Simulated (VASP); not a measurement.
# Ru (Fm-3m) in VASP: notebook

The runs below take Ru through single point, with r2SCAN+D4+U, r2SCAN+rVV10+U.

Program: VASP 6.6.1. These are calculated values, not measurements. Logs are shortened: lines on timing, memory, paths and dates and some standing lists are left out, and cuts for length are marked.

### 1 The cell of the first run

The structure is cubic, space group Fm-3m (No. 225). Conventional cell: a = 3.830 Å, b = 3.830 Å, c = 3.830 Å, α = 90.00°, β = 90.00°, γ = 90.00°. Ru (site symmetry m-3m) has 12 Ru at 2.71 Å within 3.6 Å.

This isn't the form of Ru at room conditions, which is hcp.

### 2 Single point, r2SCAN+D4+U, non-collinear spin, zero start, spin-orbit coupling

POSCAR reads:

```
Ru
1.0
    0.0000000000      1.9150000000      1.9150000000
    1.9150000000      0.0000000000      1.9150000000
    1.9150000000      1.9150000000      0.0000000000
Ru
1
Direct
    0.0000000000      0.0000000000      0.0000000000
```

INCAR.step1 reads:

```
ALGO = Normal
EDIFF = 1E-4
ENCUT = 520
GGA = PE
GGA_COMPAT = F
ISMEAR = -1
LASPH = T
LCHARG = F
LDAU = T
LDAUJ = 0
LDAUL = 2
LDAUTYPE = 2
LDAUU = 2
LMAXMIX = 4
LREAL = F
LSORBIT = T
LWAVE = T
MAGMOM = 0 0 0
NBANDS = 25
NELM = 150
PREC = Accurate
SIGMA = 0.1
```

INCAR.step2 reads:

```
ALGO = Normal
EDIFF = 1E-6
ENCUT = 520
GGA_COMPAT = F
ISIF = 2
ISMEAR = -1
ISTART = 1
IVDW = 13
LASPH = T
LCHARG = F
LDAU = T
LDAUJ = 0
LDAUL = 2
LDAUPRINT = 1
LDAUTYPE = 2
LDAUU = 2
LMAXMIX = 4
LMIXTAU = T
LORBIT = 11
LORBMOM = T
LREAL = F
LSORBIT = T
LWAVE = F
MAGMOM = 0 0 0
METAGGA = R2SCAN
NBANDS = 25
NELM = 150
PREC = Accurate
SIGMA = 0.1
VDW_A1 = 0.51559235
VDW_A2 = 5.77342911
VDW_S6 = 1.0
VDW_S8 = 0.6018749
```

KPOINTS reads:

```
k-points
0
Gamma
  12 12 12
```

Potentials or basis: VASP PAW PBE potentials, release 64 (Ru_pv).

The run is started by

```
$ cat potpaw_PBE.64/Ru_pv/POTCAR > POTCAR
$ cp INCAR.step1 INCAR
$ mpirun -np 1 vasp_ncl > vasp.out
$ cp INCAR.step2 INCAR
$ mpirun -np 1 vasp_ncl > vasp.out
```

OUTCAR:

```text
EDIFF = 1E-6
   ENCUT = 520
   ISIF = 2
   ISMEAR = -1
   ISTART = 1
   IVDW = 13
   LASPH = T
   LORBIT = 11
   LREAL = F
   LSORBIT = T
   METAGGA = R2SCAN
   NELM = 150
   PREC = Accurate

 ion  position               nearest neighbor table
   1  0.000  0.000  0.000-

  LATTYP: Found a face centered cubic cell.
 ALAT       =     3.8300000000

  Lattice vectors:

 A1 = (   0.0000000000,   1.9150000000,   1.9150000000)
 A2 = (   1.9150000000,   0.0000000000,   1.9150000000)
 A3 = (   1.9150000000,   1.9150000000,   0.0000000000)

Analysis of symmetry for initial positions (statically):
=====================================================================
 Subroutine PRICEL returns:
 Original cell was already a primitive cell.

 Routine SETGRP: Setting up the symmetry group for a
 face centered cubic supercell.

 Subroutine GETGRP returns: Found 48 space group operations
 (whereof 48 operations were pure point group operations)
 out of a pool of 48 trial point group operations.

The static configuration has the point symmetry O_h .

Analysis of symmetry for dynamics (positions and initial velocities):
=====================================================================
 Subroutine PRICEL returns:
 Original cell was already a primitive cell.

 Routine SETGRP: Setting up the symmetry group for a
 face centered cubic supercell.

 Subroutine GETGRP returns: Found 48 space group operations
 (whereof 48 operations were pure point group operations)
 out of a pool of 48 trial point group operations.

The dynamic configuration has the point symmetry O_h .

Analysis of structural, dynamic, and magnetic symmetry:
=====================================================================
 Subroutine PRICEL returns:
 Original cell was already a primitive cell.

 Routine SETGRP: Setting up the symmetry group for a
 face centered cubic supercell.

 Subroutine GETGRP returns: Found 48 space group operations
 (whereof 48 operations were pure point group operations)
 out of a pool of 48 trial point group operations.

The overall configuration has the point symmetry O_h .

 Subroutine INISYM returns: Found 48 space group operations
 (whereof 48 operations are pure point group operations),
 and found     1 'primitive' translations

----------------------------------------------------------------------------------------

                                     Primitive cell

  volume of cell :      14.0455

  direct lattice vectors                    reciprocal lattice vectors
     0.000000000  1.915000000  1.915000000    -0.261096606  0.261096606  0.261096606
     1.915000000  0.000000000  1.915000000     0.261096606 -0.261096606  0.261096606
     1.915000000  1.915000000  0.000000000     0.261096606  0.261096606 -0.261096606

  length of vectors
     2.708218972  2.708218972  2.708218972     0.452232587  0.452232587  0.452232587

  position of ions in fractional coordinates (direct lattice)
     0.000000000  0.000000000  0.000000000

  ion indices of the primitive-cell ions
   primitive index   ion index
                 1           1

----------------------------------------------------------------------------------------

[... 124 lines left out ...]
 -0.0000  0.0000 -0.0000  0.5861  0.0000     -0.0000 -0.0086 -0.0000  0.0000 -0.0000
  0.0000 -0.0000  0.0000  0.0000  0.6211     -0.0209 -0.0000 -0.0000  0.0000 -0.0000
[... 19 lines left out ...]
  0.5861 -0.0000  0.0000 -0.0000 -0.0000      0.0000  0.0000  0.0000 -0.0000 -0.0209
 -0.0000  0.5861 -0.0000  0.0000 -0.0000     -0.0000  0.0000  0.0000 -0.0086 -0.0000
  0.0000 -0.0000  0.6211 -0.0000  0.0000     -0.0000 -0.0000 -0.0000 -0.0000 -0.0000
 -0.0000  0.0000 -0.0000  0.5861  0.0000      0.0000  0.0086  0.0000  0.0000  0.0000
 -0.0000 -0.0000  0.0000  0.0000  0.6211      0.0209  0.0000  0.0000 -0.0000 -0.0000

 occupancies and eigenvectors

  o =  0.5688  v = -0.1635 -0.5537 -0.0000 -0.0018 -0.0000  0.5537 -0.1635 -0.0000 -0.0000 -0.0000      0.0000 -0.0018  0.0000  0.5537  0.0000  0.0018 -0.0000 -0.0000 -0.1635 -0.0000
  o =  0.5688  v =  0.5537 -0.1635  0.0000 -0.0005 -0.0000  0.1635  0.5537 -0.0000 -0.0000 -0.0000      0.0000 -0.0005  0.0000  0.1635 -0.0000  0.0005 -0.0000  0.0000  0.5537  0.0000
  o =  0.5791  v =  0.0012 -0.4776  0.0078  0.0651 -0.0000 -0.6724  0.0128  0.0234 -0.0090 -0.0568      0.0000  0.0109  0.0116  0.1948 -0.0009  0.0761 -0.0090 -0.1220 -0.0140 -0.5023
  o =  0.5791  v =  0.6855  0.0713 -0.0429 -0.0184 -0.0000 -0.0251 -0.3835 -0.0169  0.0497 -0.0018      0.0000  0.0208 -0.0351  0.0964 -0.5120  0.0024  0.0497  0.0723 -0.3020 -0.0187
  o =  0.5791  v = -0.1209  0.2810 -0.3054 -0.0547  0.0000 -0.1109 -0.2582 -0.0544  0.3541 -0.0124      0.0000  0.0714 -0.2748  0.3919  0.0903  0.0167  0.3541  0.2902  0.3790 -0.0828
  o =  0.5791  v = -0.0377  0.3816  0.2003 -0.1565  0.0000 -0.1215  0.3003 -0.1321 -0.2322  0.0049      0.0000  0.1499  0.2428  0.5031  0.0282 -0.0066 -0.2322  0.3815 -0.2627 -0.0907
  o =  0.6368  v = -0.4205  0.0600 -0.0209 -0.0062 -0.0000  0.0397  0.2142  0.0105 -0.0090 -0.0068      0.0000  0.0028 -0.0091  0.0203 -0.8445 -0.0034 -0.0090 -0.0932  0.2063 -0.0798
  o =  0.6368  v =  0.0530  0.3025 -0.0686 -0.1096  0.0000  0.3803 -0.0046  0.1393 -0.0296 -0.1991      0.0000  0.0105 -0.0509 -0.0778  0.1064 -0.0991 -0.0296 -0.2605 -0.0484 -0.7638
  o =  0.6368  v =  0.0330  0.2807 -0.1485  0.0952  0.0000 -0.1046 -0.0120 -0.0858 -0.0640  0.2338      0.0000  0.0212 -0.0105  0.3853  0.0662  0.1164 -0.0640 -0.7722 -0.0210  0.2100
  o =  0.6368  v =  0.0010 -0.0402 -0.2503  0.0626  0.0000 -0.0121  0.3435 -0.1516 -0.1079 -0.0114      0.0000 -0.0682 -0.7977 -0.0281  0.0020 -0.0057 -0.1079  0.0791 -0.3445  0.0242

 number of electron      13.9999998 magnetization       0.0000000      0.0000000      0.0000000

 Free energy of the ion-electron system (eV)
  ---------------------------------------------------
  ext. energy  EPLUGINS =         0.00000000
  ---------------------------------------------------
  free energy    TOTEN  =       -23.05239997 eV

  energy without entropy =      -23.02410054  energy(sigma->0) =      -23.03825026

 E-fermi :  11.8839     XC(G=0): -15.1406

 val. band max:       11.8523210675   @ k =  -0.3333   0.4167   0.0833
 cond. band min:      11.9079459583   @ k =   0.1667   0.0833   0.0000
 fundamental gap:      0.0556248908
 Fermi energy:        11.8838550399

 k-point     1 :       0.0000    0.0000    0.0000
  band No.  band energies     occupation
      1     -33.9368      1.00000
      2     -33.9368      1.00000
      3     -30.5675      1.00000
      4     -30.5675      1.00000
      5     -30.5675      1.00000
      6     -30.5675      1.00000
[... 661 lines left out ...]
     24      28.5419      0.00000
     25      31.5839      0.00000

 [... further k-points ...]

------------------------ aborting loop because EDIFF is reached ----------------------------------------

  DFT-D4 for vdW energy calculation

  Edisp (eV):   -0.17021

  FORCE on cell =-STRESS in cart. coord.  units (eV):
  Direction    XX          YY          ZZ          XY          YZ          ZX
  --------------------------------------------------------------------------------------
  -------------------------------------------------------------------------------------
  Total      -1.15354    -1.15354    -1.15354     0.00000     0.00000     0.00000
  in kB    -131.58541  -131.58541  -131.58541     0.00000     0.00000     0.00000
  external pressure =     -131.59 kB  Pullay stress =        0.00 kB

 VOLUME and BASIS-vectors are now :
 -----------------------------------------------------------------------------
  energy-cutoff  :      520.00
  volume of cell :       14.05
      direct lattice vectors                 reciprocal lattice vectors
     0.000000000  1.915000000  1.915000000    -0.261096606  0.261096606  0.261096606
     1.915000000  0.000000000  1.915000000     0.261096606 -0.261096606  0.261096606
     1.915000000  1.915000000  0.000000000     0.261096606  0.261096606 -0.261096606

 POSITION                                       TOTAL-FORCE (eV/Angst)
 -----------------------------------------------------------------------------------
      0.00000      0.00000      0.00000         0.000000     -0.000000      0.000000
 -----------------------------------------------------------------------------------
    total drift:                               -0.000000     -0.000000     -0.000000

  FREE ENERGIE OF THE ION-ELECTRON SYSTEM (eV)
  ---------------------------------------------------
  free  energy   TOTEN  =       -23.2226090127 eV

  energy  without entropy=      -23.1943095800  energy(sigma->0) =      -23.20845930

 orbital moment (x)

 # of ion     p       d       tot
 ----------------------------------------
  1         0.000  -0.000  -0.000
 ----------------------------------------
            0.000  -0.000  -0.000

 orbital moment (y)

 # of ion     p       d       tot
 ----------------------------------------
  1        -0.000   0.000   0.000
 ----------------------------------------
           -0.000   0.000   0.000

 orbital moment (z)

 # of ion     p       d       tot
 ----------------------------------------
  1         0.000   0.000   0.000
 ----------------------------------------
            0.000   0.000   0.000

 Spin-Orbit-Coupling matrix elements

 Ion:    1  E_soc:     -0.2703473
 l=   1
     0.0000000    -0.0355567    -0.0355567
    -0.0355567     0.0000000    -0.0355567
    -0.0355567    -0.0355567     0.0000000
 l=   2
     0.0000000    -0.0016325     0.0000000    -0.0016325    -0.0078687
    -0.0016325     0.0000000    -0.0059016    -0.0016325    -0.0019672
     0.0000000    -0.0059016     0.0000000    -0.0059016     0.0000000
    -0.0016325    -0.0016325    -0.0059016     0.0000000    -0.0019672
    -0.0078687    -0.0019672     0.0000000    -0.0019672     0.0000000
 l=   3
     0.0000000     0.0000000     0.0000000     0.0000000     0.0000000     0.0000000     0.0000000
     0.0000000     0.0000000     0.0000000     0.0000000     0.0000000     0.0000000     0.0000000
     0.0000000     0.0000000     0.0000000     0.0000000     0.0000000     0.0000000     0.0000000
     0.0000000     0.0000000     0.0000000     0.0000000     0.0000000     0.0000000     0.0000000
     0.0000000     0.0000000     0.0000000     0.0000000     0.0000000     0.0000000     0.0000000
     0.0000000     0.0000000     0.0000000     0.0000000     0.0000000     0.0000000     0.0000000
     0.0000000     0.0000000     0.0000000     0.0000000     0.0000000     0.0000000     0.0000000

 total charge

# of ion       s       p       d       tot
------------------------------------------
    1        0.394   6.284   5.951  12.629

 magnetization (x)

# of ion       s       p       d       tot
------------------------------------------
    1       -0.000   0.000   0.000   0.000

 magnetization (y)

# of ion       s       p       d       tot
------------------------------------------
    1        0.000  -0.000  -0.000  -0.000

 magnetization (z)

# of ion       s       p       d       tot
------------------------------------------
    1       -0.000   0.000   0.000   0.000
```

Run time: 3.3 min. Hardware: 1 thread of AMD EPYC 9R45 (Zen 5), shared host; peak memory 0.17 GiB.

Results:

```yaml
Free_energy: -23.2226 eV
Pressure: -13.2 GPa
Net_moment: 0.00 μB per cell
Valence_electrons_inside_the_program's_atomic_spheres: Ru 12.63
Dispersion_energy_per_atom: -0.170 eV
```

Moments on the atoms (μB; x, y, z):
```
Ru  0.00 0.00 0.00
```

Caveat: the cell stands under tension; the PAW data sets were made with another functional, which shifts forces and pressure a little; the U is typed as a test and isn't derived for this compound. The state reached can hang on the start; a lower one may exist.

### 3 Single point, r2SCAN+rVV10+U, non-collinear spin, zero start, spin-orbit coupling

POSCAR is that of step 2.

INCAR.step1 reads:

```
SYSTEM = Ru
ALGO     = Normal         ! electronic algorithm
EDIFF    = 1E-4           ! SCF threshold, eV
ENCUT    = 520            ! plane-wave cutoff, eV
GGA      = PE             ! functional
GGA_COMPAT= .FALSE.      
ISMEAR   = 1              ! smearing method
LASPH    = .TRUE.         ! aspherical terms in the spheres
LCHARG   = .FALSE.        ! write CHGCAR
LDAU     = .TRUE.         ! DFT+U
LDAUJ    = 0            
LDAUL    = 2              ! shell
LDAUTYPE = 2            
LDAUU    = 4.5            ! U, eV
LMAXMIX  = 4              ! l up to which the mixer works
LNONCOLLINEAR= .TRUE.         ! non-collinear magnetism
LREAL    = .FALSE.        ! projectors in reciprocal space
LSORBIT  = .TRUE.         ! spin-orbit coupling
LWAVE    = .TRUE.         ! write WAVECAR
MAGMOM   = 0 0 0          ! initial moments
NBANDS   = 25             ! bands
NELM     = 150            ! most SCF steps
PREC     = Accurate       ! precision mode
SIGMA    = 0.05           ! smearing width, eV
```

INCAR.step2 reads:

```
SYSTEM = Ru
ALGO     = Normal         ! electronic algorithm
BPARAM   = 11.95        
CPARAM   = 0.0093       
EDIFF    = 1E-6           ! SCF threshold, eV
ENCUT    = 520            ! plane-wave cutoff, eV
GGA_COMPAT= .FALSE.      
ISIF     = 2              ! what is computed and relaxed
ISMEAR   = 1              ! smearing method
ISTART   = 1            
IVDW_NL  = 2            
LASPH    = .TRUE.         ! aspherical terms in the spheres
LCHARG   = .FALSE.        ! write CHGCAR
LDAU     = .TRUE.         ! DFT+U
LDAUJ    = 0            
LDAUL    = 2              ! shell
LDAUPRINT= 1            
LDAUTYPE = 2            
LDAUU    = 4.5            ! U, eV
LMAXMIX  = 4              ! l up to which the mixer works
LMIXTAU  = .TRUE.       
LNONCOLLINEAR= .TRUE.         ! non-collinear magnetism
LORBIT   = 11             ! projections on sites
LORBMOM  = .TRUE.       
LREAL    = .FALSE.        ! projectors in reciprocal space
LSORBIT  = .TRUE.         ! spin-orbit coupling
LUSE_VDW = .TRUE.       
LWAVE    = .FALSE.        ! write WAVECAR
MAGMOM   = 0 0 0          ! initial moments
METAGGA  = R2SCAN         ! meta-GGA
NBANDS   = 25             ! bands
NELM     = 150            ! most SCF steps
PREC     = Accurate       ! precision mode
SIGMA    = 0.05           ! smearing width, eV
```

KPOINTS reads:

```
k-points
0
G
  12 12 12
  0 0 0
```

Potentials or basis: VASP PAW PBE potentials, release 64 (Ru_pv).

The run is started by

```
$ cat potpaw_PBE.64/Ru_pv/POTCAR > POTCAR
$ cp INCAR.step1 INCAR
$ mpirun -np 1 vasp_ncl > vasp.out
$ cp INCAR.step2 INCAR
$ mpirun -np 1 vasp_ncl > vasp.out
```

It took 4.4 min on 1 thread of AMD EPYC 9R45 (Zen 5), shared host; peak memory 0.23 GiB.

Results (log left out):

- Free energy: -19.8152 eV
- Pressure: -15.9 GPa
- Net moment: 0.00 μB per cell
- Valence electrons inside the program's atomic spheres: Ru 12.65

Moments on the atoms (μB; x, y, z):
```
Ru  0.00 0.00 0.00
```

Caveat: the cell stands under tension; the PAW data sets were made with another functional, which shifts forces and pressure a little; the U is typed as a test and isn't derived for this compound. The state reached can hang on the start; a lower one may exist.
